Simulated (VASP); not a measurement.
Input of a VASP 6.6.1 run:

The input INCAR:

```
  PREC = Accurate
  ENCUT = 500
  EDIFF = 1E-6
  ISMEAR = -1
  SIGMA = 0.1
  LREAL = F
  LASPH = T
  NELM = 200
  ALGO = Normal
  ISIF = 2
  LWAVE = F
  LCHARG = F
  ISPIN = 2
  MAGMOM = 0.5 0.5
  LORBIT = 11
  GGA = LIBXC
  LIBXC1 = GGA_X_PBE_SOL
  LIBXC2 = GGA_C_PBE
  NBANDS = 15
  GGA_COMPAT = F
```

File KPOINTS:

```
regular mesh
0
Gamma
  8 8 8
```

File POSCAR:

```
Si
1.0
    3.8492788627      0.0000000000      0.0000000000
    1.9246394314      3.3335732813      0.0000000000
    1.9246394314      1.1111910938      3.1429230304
Si
2
Direct
    0.5000000000      0.5000000000      0.5000000000
    0.7500000000      0.7500000000      0.7500000000
```

Potentials or basis: VASP PAW PBE potentials, release 64 (Si).

Run with:

```sh
$ cat potpaw_PBE.64/Si/POTCAR > POTCAR
$ mpirun -np 1 vasp_std > vasp.out
```

(1) Estimate the band gap on the k mesh.

(2) Predict the net moment.

(3) What does it give for the pressure?

## Answers

(1) 0.45 eV (least direct gap 2.48 eV).

(2) 0.00 μB per cell.

(3) -1.1 GPa.

Caveat: the PAW data sets were made with another functional, which shifts forces and pressure a little.
